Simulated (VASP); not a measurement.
# SrCl2 (I4mm) in VASP: notebook

SrCl2 is run at these levels: PBE; tasks: single point.

Program: VASP 6.6.1. These are calculated values, not measurements. Logs are shortened: lines on timing, memory, paths and dates and some standing lists are left out, and cuts for length are marked.

### 1 The cell of the first run

Symmetry: I4mm, No. 107, tetragonal system. Conventional cell: a = 4.929 Å, b = 4.929 Å, c = 6.971 Å, α = 90.00°, β = 90.00°, γ = 90.00°. Within 3.8 Å of Sr (site symmetry 4mm) lie 8 Cl at 2.91 to 3.14 Å. Cl (site symmetry 2mm) has 4 Sr at 2.91 to 3.14 Å and 6 Cl at 3.49 Å within 3.8 Å.

### 2 Single point, PBE (all Cl atoms moved -0.200 Å, as atom 2 along Cartesian [1 0 0])

The input, INCAR:

```
SYSTEM = SrCl2
PREC = Accurate
ENCUT = 520
EDIFF = 1E-6
ISMEAR = 0
SIGMA = 0.05
LREAL = .False.
LASPH = .True.
NELM = 80
ALGO = Normal
ISIF = 2
LWAVE = .False.
LCHARG = .False.
GGA = PE
NBANDS = 19
```

The input, KPOINTS:

```
regular mesh
0
Gamma
  6 6 6
  0 0 0
```

The input, POSCAR:

```
SrCl2
1.0
    0.0000000000      3.4855000000      3.4855000000
    3.4855000000      0.0000000000      3.4855000000
    3.4855000000      3.4855000000      0.0000000000
Sr Cl
1 2
Direct
    0.0000000000      0.0000000000      0.0000000000
    0.2786902883      0.2213097117      0.2213097117
    0.7786902883      0.7213097117      0.7213097117
```

Potentials or basis: VASP PAW PBE potentials, release 64 (Sr_sv, Cl).

Launch:

```bash
cat potpaw_PBE.64/Sr_sv/POTCAR potpaw_PBE.64/Cl/POTCAR > POTCAR
mpirun -np 1 vasp_std > vasp.out
```

OUTCAR:

```text
SYSTEM = SrCl2
   PREC = Accurate
   ENCUT = 520
   EDIFF = 1E-6
   ISMEAR = 0
   LREAL = .False.
   LASPH = .True.
   NELM = 80
   ISIF = 2
   GGA = PE

 ion  position               nearest neighbor table
   1  0.000  0.000  0.000-   3 2.91   3 2.91   2 2.91   2 2.91   3 3.14   2 3.14   2 3.14   3 3.14

   2  0.279  0.221  0.221-   1 2.91   1 2.91   1 3.14   1 3.14
   3  0.779  0.721  0.721-   1 2.91   1 2.91   1 3.14   1 3.14

  LATTYP: Found a face centered cubic cell.
 ALAT       =     6.9710000000

  Lattice vectors:

 A1 = (   0.0000000000,   3.4855000000,   3.4855000000)
 A2 = (   3.4855000000,   0.0000000000,   3.4855000000)
 A3 = (   3.4855000000,   3.4855000000,   0.0000000000)

Analysis of symmetry for initial positions (statically):
=====================================================================
 Subroutine PRICEL returns:
 Original cell was already a primitive cell.

 Routine SETGRP: Setting up the symmetry group for a
 face centered cubic supercell.

 Subroutine GETGRP returns: Found  8 space group operations
 (whereof  8 operations were pure point group operations)
 out of a pool of 48 trial point group operations.

The static configuration has the point symmetry C_4v.

Analysis of symmetry for dynamics (positions and initial velocities):
=====================================================================
 Subroutine PRICEL returns:
 Original cell was already a primitive cell.

 Routine SETGRP: Setting up the symmetry group for a
 face centered cubic supercell.

 Subroutine GETGRP returns: Found  8 space group operations
 (whereof  8 operations were pure point group operations)
 out of a pool of 48 trial point group operations.

The dynamic configuration has the point symmetry C_4v.

 Subroutine INISYM returns: Found  8 space group operations
 (whereof  8 operations are pure point group operations),
 and found     1 'primitive' translations

----------------------------------------------------------------------------------------

                                     Primitive cell

  volume of cell :      84.6887

  direct lattice vectors                    reciprocal lattice vectors
     0.000000000  3.485500000  3.485500000    -0.143451442  0.143451442  0.143451442
     3.485500000  0.000000000  3.485500000     0.143451442 -0.143451442  0.143451442
     3.485500000  3.485500000  0.000000000     0.143451442  0.143451442 -0.143451442

  length of vectors
     4.929241372  4.929241372  4.929241372     0.248465185  0.248465185  0.248465185

  position of ions in fractional coordinates (direct lattice)
     0.000000000  0.000000000  0.000000000
     0.278690288  0.221309712  0.221309712
     0.778690288  0.721309712  0.721309712

  ion indices of the primitive-cell ions
   primitive index   ion index
                 1           1
                 2           2
                 3           3

----------------------------------------------------------------------------------------

 KPOINTS: regular mesh

Automatic generation of k-mesh.
 Grid dimensions read from file:
 generate k-points for:    6    6    6

 Generating k-lattice:

  Cartesian coordinates                     Fractional coordinates (reciprocal lattice)
    -0.023908574  0.023908574  0.023908574     0.166666667  0.000000000  0.000000000
     0.023908574 -0.023908574  0.023908574     0.000000000  0.166666667  0.000000000
     0.023908574  0.023908574 -0.023908574     0.000000000  0.000000000  0.166666667

  Length of vectors
     0.041410864  0.041410864  0.041410864

  Shift w.r.t. Gamma in fractional coordinates (k-lattice)
     0.000000000  0.000000000  0.000000000

 Subroutine IBZKPT returns following result:
 ===========================================

 Found     30 irreducible k-points:

 Following reciprocal coordinates:
            Coordinates               Weight
  0.000000  0.000000  0.000000      1.000000
  0.166667  0.000000  0.000000      8.000000
  0.333333  0.000000  0.000000      8.000000
  0.500000  0.000000  0.000000      4.000000
  0.166667  0.166667  0.000000      4.000000
  0.000000  0.166667  0.166667      2.000000
[... 16 lines left out ...]
  0.500000  0.333333  0.166667      8.000000
  0.166667  0.500000  0.333333      8.000000
 [... further k-points ...]
   k-points           NKPTS =     30   k-points in BZ     NKDIM =     30   number of bands    NBANDS=     19
   number of dos      NEDOS =    301   number of ions     NIONS =      3
   total plane-waves  NPLWV =  64000
   dimension x,y,z NGX =    40 NGY =   40 NGZ =   40
   dimension x,y,z NGXF=    80 NGYF=   80 NGZF=   80
   ions per type =               1   2
   NGX,Y,Z   is equivalent  to a cutoff of  13.49, 13.49, 13.49 a.u.
   NGXF,Y,Z  is equivalent  to a cutoff of  26.98, 26.98, 26.98 a.u.
 SYSTEM =  SrCl2
   PREC   = accura    normal or accurate (medium, high low for compatibility)
   ISTART =      0    job   : 0-new  1-cont  2-samecut
   ICHARG =      2    charge: 1-file 2-atom 10-const
   ISPIN  =      1    spin polarized calculation?
   LNONCOLLINEAR =      F non collinear calculations
   LSORBIT =      F    spin-orbit coupling
   LASPH  =      T    aspherical Exc in radial PAW
   ENCUT  =  520.0 eV  38.22 Ry    6.18 a.u.   9.17  9.17  9.17*2*pi/ulx,y,z
   NELM   =     80;   NELMIN=  2; NELMDL= -5     # of ELM steps
   EDIFF  = 0.1E-05   stopping-criterion for ELM
   LREAL  =      F    real-space projection
   EDIFFG = 0.1E-04   stopping-criterion for IOM
   NSW    =      0    number of steps for IOM
   IBRION =     -1    ionic relax: 0-MD 1-quasi-New 2-CG
   NFREE  =      0    steps in history (QN), initial steepest desc. (CG)
   ISIF   =      2    stress and relaxation
   ISYM   =      2    0-nonsym 1-usesym 2-fastsym
   POTIM  = 0.5000    time-step for ionic-motion
   TEBEG  =    0.0;   TEEND  =   0.0 temperature during run
   PSTRESS=    0.0 pullay stress
   NELECT =      24.0000    total number of electrons
   NUPDOWN=      -1.0000    fix difference up-down
   EMIN   =  10.00;   EMAX   =-10.00  energy-range for DOS
   EFERMI =   0.00;   METHOD = LEGACY
   ISMEAR =     0;   SIGMA  =   0.05  broadening in eV -4-tet -1-fermi 0-gaus
   EFERMI_NEDOS =   21; number of points for ismear=-14 and -15
   IALGO  =     38    algorithm
   IMIX   =      4    mixing-type and parameters
     AMIX     =   0.40;   BMIX     =  1.00
     AMIX_MAG =   1.60;   BMIX_MAG =  1.00
  volume/ion in A,a.u.               =      28.23       190.50
  Fermi-wavevector in a.u.,A,eV,Ry     =   1.075318  2.032056 15.732530  1.156308
  Thomas-Fermi vector in A             =   2.211171
   LORBIT       =      0    0 simple, 1 ext, 2 COOP (PROOUT), +10 PAW based schemes
   GGA     = PE    functional components
   LHFCALC =     F    Hartree Fock is set to
   AEXX    =    0.0000 exact exchange contribution
   IVDW    =     0    specifies the selected vdW correction
   LEPSILON=     F    determine dielectric tensor
   LRPA    =     F    only Hartree local field effects (RPA)
 non-spin polarized calculation
 Gauss-broadening in eV      SIGMA  =   0.05
  energy-cutoff  :      520.00
  volume of cell :       84.69
 maximum number of plane-waves:      2301
 NGX is ok and might be reduce to    40
   NGX = 19   NGY = 19   NGZ = 19

 number of electron      23.9999999 magnetization

 Free energy of the ion-electron system (eV)
  ---------------------------------------------------
  ext. energy  EPLUGINS =         0.00000000
  ---------------------------------------------------
  free energy    TOTEN  =       -12.72521571 eV

  energy without entropy =      -12.72521571  energy(sigma->0) =      -12.72521571

 E-fermi :   0.5033     XC(G=0):  -8.2873

 val. band max:        0.1943919443   @ k =   0.5000   0.5000   0.0000
 cond. band min:       5.5043108581   @ k =   0.0000   0.0000   0.0000
 fundamental gap:      5.3099189138
 Fermi energy:         0.5033422196

 k-point     1 :       0.0000    0.0000    0.0000
  band No.  band energies     occupation
      1     -32.6834      2.00000
      2     -14.7052      2.00000
      3     -14.6863      2.00000
      4     -14.6863      2.00000
      5     -13.1340      2.00000
      6     -12.3107      2.00000
[... 11 lines left out ...]
     18       9.2440      0.00000
     19       9.5339      0.00000

 k-point     2 :       0.1667    0.0000    0.0000
  band No.  band energies     occupation
      1     -32.6826      2.00000
      2     -14.7918      2.00000
      3     -14.6962      2.00000
      4     -14.6897      2.00000
      5     -12.9824      2.00000
      6     -12.3607      2.00000
[... 11 lines left out ...]
     18       8.9686      0.00000
     19       9.8633      0.00000

 k-point     3 :       0.3333    0.0000    0.0000
  band No.  band energies     occupation
      1     -32.6809      2.00000
      2     -14.9337      2.00000
      3     -14.7098      2.00000
      4     -14.6965      2.00000
      5     -12.7692      2.00000
      6     -12.3991      2.00000
[... 11 lines left out ...]
     18       8.8152      0.00000
     19       9.3518      0.00000

 k-point     4 :       0.5000    0.0000    0.0000
  band No.  band energies     occupation
      1     -32.6801      2.00000
      2     -14.9923      2.00000
      3     -14.7167      2.00000
      4     -14.6999      2.00000
      5     -12.7373      2.00000
      6     -12.3512      2.00000
[... 11 lines left out ...]
     18       8.8307      0.00000
     19       8.9289      0.00000

 k-point     5 :       0.1667    0.1667    0.0000
  band No.  band energies     occupation
      1     -32.6823      2.00000
      2     -14.8145      2.00000
      3     -14.7021      2.00000
      4     -14.6982      2.00000
      5     -12.9239      2.00000
      6     -12.3777      2.00000
[... 11 lines left out ...]
     18       9.0316      0.00000
     19       9.3097      0.00000

 k-point     6 :       0.0000    0.1667    0.1667
  band No.  band energies     occupation
      1     -32.6823      2.00000
      2     -14.8113      2.00000
      3     -14.6946      2.00000
      4     -14.6946      2.00000
      5     -12.9326      2.00000
      6     -12.3905      2.00000
[... 11 lines left out ...]
     18       8.9945      0.00000
     19       9.1941      0.00000

 k-point     7 :       0.3333    0.1667    0.0000
  band No.  band energies     occupation
      1     -32.6809      2.00000
      2     -14.9187      2.00000
      3     -14.7323      2.00000
      4     -14.7042      2.00000
      5     -12.7100      2.00000
      6     -12.4372      2.00000
[... 11 lines left out ...]
     18       8.8061      0.00000
     19       9.6205      0.00000

 k-point     8 :       0.0000    0.3333    0.1667
  band No.  band energies     occupation
      1     -32.6809      2.00000
      2     -14.9111      2.00000
      3     -14.7223      2.00000
      4     -14.7021      2.00000
      5     -12.7197      2.00000
      6     -12.4574      2.00000
[... 256 lines left out ...]
 k-point    20 :       0.0000   -0.3333    0.3333
  band No.  band energies     occupation
      1     -32.6793      2.00000
      2     -14.9280      2.00000
      3     -14.8574      2.00000
      4     -14.7090      2.00000
      5     -12.5544      2.00000
      6     -12.4316      2.00000
[... 11 lines left out ...]
     18       9.2023      0.00000
     19      10.3162      0.00000

 k-point    21 :       0.5000    0.5000    0.0000
  band No.  band energies     occupation
      1     -32.6789      2.00000
      2     -15.0593      2.00000
      3     -14.7502      2.00000
      4     -14.7228      2.00000
      5     -12.5639      2.00000
      6     -12.3600      2.00000
[... 11 lines left out ...]
     18       8.9855      0.00000
     19      10.0321      0.00000

 k-point    22 :       0.0000    0.5000    0.5000
  band No.  band energies     occupation
      1     -32.6791      2.00000
      2     -15.0435      2.00000
      3     -14.7193      2.00000
      4     -14.7193      2.00000
      5     -12.6134      2.00000
      6     -12.3873      2.00000
[... 11 lines left out ...]
     18       8.8726      0.00000
     19      10.1394      0.00000

 k-point    23 :       0.5000    0.3333    0.1667
  band No.  band energies     occupation
      1     -32.6798      2.00000
      2     -14.9547      2.00000
      3     -14.7939      2.00000
      4     -14.7099      2.00000
      5     -12.5599      2.00000
      6     -12.4657      2.00000
[... 11 lines left out ...]
     18       8.9207      0.00000
     19       9.9856      0.00000

 k-point    24 :       0.1667    0.5000    0.3333
  band No.  band energies     occupation
      1     -32.6798      2.00000
      2     -14.9451      2.00000
      3     -14.7854      2.00000
      4     -14.7097      2.00000
      5     -12.5512      2.00000
      6     -12.5027      2.00000
[... 11 lines left out ...]
     18       8.8821      0.00000
     19      10.0184      0.00000

 [... further k-points ...]

------------------------ aborting loop because EDIFF is reached ----------------------------------------

  FORCE on cell =-STRESS in cart. coord.  units (eV):
  Direction    XX          YY          ZZ          XY          YZ          ZX
  --------------------------------------------------------------------------------------
  -------------------------------------------------------------------------------------
  Total        0.7744822      0.9238848      0.9238848      0.0000000      0.0000000      0.0000000
  in kB       14.6519944     17.4784597     17.4784597      0.0000000      0.0000000      0.0000000
  external PRESSURE =      16.5363046 kB  Pullay stress =       0.0000000 kB

 VOLUME and BASIS-vectors are now :
 -----------------------------------------------------------------------------
  energy-cutoff  :      520.00
  volume of cell :       84.69
      direct lattice vectors                 reciprocal lattice vectors
     0.000000000  3.485500000  3.485500000    -0.143451442  0.143451442  0.143451442
     3.485500000  0.000000000  3.485500000     0.143451442 -0.143451442  0.143451442
     3.485500000  3.485500000  0.000000000     0.143451442  0.143451442 -0.143451442

 POSITION                                       TOTAL-FORCE (eV/Angst)
 -----------------------------------------------------------------------------------
      0.00000      0.00000      0.00000        -0.558936      0.000000      0.000000
      1.54275      1.74275      1.74275         0.279468      0.000000      0.000000
      5.02825      5.22825      5.22825         0.279468      0.000000      0.000000
 -----------------------------------------------------------------------------------
    total drift:                                0.000345     -0.000000     -0.000000

  FREE ENERGIE OF THE ION-ELECTRON SYSTEM (eV)
  ---------------------------------------------------
  free  energy   TOTEN  =       -12.7252157051 eV

  energy  without entropy=      -12.7252157051  energy(sigma->0) =      -12.72521571
```

It took 46 s on 1 thread of AMD EPYC 7R13 (Zen 3), shared host; peak memory 0.22 GiB.

Results:

* Free energy: -12.7252 eV
* Pressure: 1.7 GPa
* Largest force: 0.559 eV/Å
* Band gap on the k mesh: 5.31 eV (least direct gap 5.49 eV)

Forces on the atoms (eV/Å):
```
Sr  -0.559  0.000  0.000
Cl   0.279  0.000  0.000
Cl   0.279  0.000  0.000
```

Stress tensor (GPa, compression positive):
```
1.47 0.00 0.00
0.00 1.75 0.00
0.00 0.00 1.75
```

Caveat: the cell differs from its parent crystal (all Cl atoms moved -0.200 Å, as atom 2 along Cartesian [1 0 0]). A k mesh can miss the band edges.

### 3 Single point, PBE (all Cl atoms moved +0.150 Å, as atom 2 along Cartesian [1 0 0])

The input, INCAR:

```
PREC = Accurate
ENCUT = 520
EDIFF = 1E-7
ISMEAR = 0
SIGMA = 0.05
LREAL = False
LASPH = True
NELM = 100
ALGO = Normal
ISIF = 2
LWAVE = False
LCHARG = True
GGA = PE
LELF = True
LVHAR = True
NBANDS = 19
```

The input, KPOINTS:

```
Automatic mesh
0
Gamma
  6 6 6
```

The input, POSCAR:

```
SrCl2
1.0
    0.0000000000      3.4855000000      3.4855000000
    3.4855000000      0.0000000000      3.4855000000
    3.4855000000      3.4855000000      0.0000000000
Sr Cl
1 2
Direct
    0.0000000000      0.0000000000      0.0000000000
    0.2284822837      0.2715177163      0.2715177163
    0.7284822837      0.7715177163      0.7715177163
```

Potentials or basis: VASP PAW PBE potentials, release 64 (Sr_sv, Cl).

Launch:

```bash
cat potpaw_PBE.64/Sr_sv/POTCAR potpaw_PBE.64/Cl/POTCAR > POTCAR
mpirun -np 1 vasp_std > vasp.out
```

Run time: 54 s. Hardware: 1 thread of AMD EPYC 7R13 (Zen 3), shared host; peak memory 0.21 GiB.

It converged, with:

```yaml
Free_energy: -12.7496 eV
Pressure: 1.4 GPa
Largest_force: 0.417 eV/Å
Band_gap_on_the_k_mesh: 5.33 eV (least direct gap 5.50 eV)
```

Forces on the atoms (eV/Å):
```
Sr   0.417  0.000  0.000
Cl  -0.209  0.000  0.000
Cl  -0.209  0.000  0.000
```

Stress tensor (GPa, compression positive):
```
1.34 0.00 0.00
0.00 1.50 0.00
0.00 0.00 1.50
```

Levels at points of the mesh, in eV from the valence-band top:
```
           k point  band 8  band 9  band 10  band 11  band 12  band 13  band 14  band 15  band 16  band 17
(0.00, 0.00, 0.00)   -2.15   -2.15    -0.38    -0.36    -0.36     5.33     6.07     6.16     8.76     8.76
(0.50, 0.00, 0.00)   -1.59   -1.52    -1.32    -1.08    -1.07     6.69     6.72     7.34     8.04     8.61
(0.50, 0.50, 0.00)   -1.91   -1.90    -0.48    -0.41     0.00     5.50     7.02     7.56     7.79     8.04
(0.00, 0.50, 0.50)   -1.91   -1.91    -0.42    -0.42    -0.03     5.51     7.09     7.54     8.03     8.03
```

Caveat: the cell differs from its parent crystal (all Cl atoms moved +0.150 Å, as atom 2 along Cartesian [1 0 0]). A k mesh can miss the band edges.

### 4 Single point, PBE (all Cl atoms moved +0.175 Å, as atom 2 along Cartesian [1 0 0])

The input, INCAR:

```
SYSTEM = SrCl2
PREC = Accurate
ENCUT = 520
EDIFF = 1E-7
ISMEAR = 0
SIGMA = 0.05
LREAL = .False.
LASPH = .True.
NELM = 100
ALGO = Normal
ISIF = 2
LWAVE = .False.
LCHARG = .False.
GGA = PE
NBANDS = 19
```

The input, KPOINTS:

```
Automatic mesh
0
Gamma
  6 6 6
  0 0 0
```

The input, POSCAR:

```
SrCl2
1.0
    0.0000000000      3.4855000000      3.4855000000
    3.4855000000      0.0000000000      3.4855000000
    3.4855000000      3.4855000000      0.0000000000
Sr Cl
1 2
Direct
    0.0000000000      0.0000000000      0.0000000000
    0.2248959977      0.2751040023      0.2751040023
    0.7248959977      0.7751040023      0.7751040023
```

Launch:

```bash
cat potpaw_PBE.64/Sr_sv/POTCAR potpaw_PBE.64/Cl/POTCAR > POTCAR
mpirun -np 1 vasp_std > vasp.out
```

It took 51 s on 1 thread of AMD EPYC 7R13 (Zen 3), shared host; peak memory 0.21 GiB.

Results (log left out):

```yaml
Free_energy: -12.7383 eV
Pressure: 1.5 GPa
Largest_force: 0.488 eV/Å
Band_gap_on_the_k_mesh: 5.32 eV (least direct gap 5.49 eV)
```

Forces in eV/Å, atoms in the order of the input:
```
Sr   0.488  0.000  0.000
Cl  -0.244  0.000  0.000
Cl  -0.244  0.000  0.000
```

Stress tensor (GPa, compression positive):
```
1.40 0.00 0.00
0.00 1.61 0.00
0.00 0.00 1.61
```

Levels at points of the mesh, in eV from the valence-band top:
| k point | band 9 | band 10 | band 11 | band 12 | band 13 | band 14 | band 15 | band 16 |
| --- | --- | --- | --- | --- | --- | --- | --- | --- |
| (0.00, 0.00, 0.00) | -2.15 | -0.39 | -0.37 | -0.37 | 5.32 | 6.06 | 6.19 | 8.70 |
| (0.50, 0.00, 0.00) | -1.53 | -1.31 | -1.08 | -1.08 | 6.67 | 6.72 | 7.30 | 8.09 |
| (0.50, 0.50, 0.00) | -1.91 | -0.51 | -0.41 | 0.00 | 5.49 | 7.01 | 7.54 | 7.73 |
| (0.00, 0.50, 0.50) | -1.91 | -0.43 | -0.43 | -0.04 | 5.51 | 7.11 | 7.52 | 8.03 |

Caveat: the cell differs from its parent crystal (all Cl atoms moved +0.175 Å, as atom 2 along Cartesian [1 0 0]).

### 5 Summary

```tsv
cell	gap on the mesh (eV)	pressure (GPa)	largest force (eV/Å)
as given, atomic positions A	5.31	1.7	0.56
as given, atomic positions B	5.33	1.4	0.42
as given, atomic positions C	5.32	1.5	0.49
```

Alike in all rows: task single point; level PBE; potentials or basis VASP PAW PBE potentials, release 64 (Sr_sv, Cl); no spin polarisation; k mesh 6 × 6 × 6; cutoff (eV) 520; smearing gaussian 0.05 eV.

Absolute energies hang on the potentials; compare differences alone.
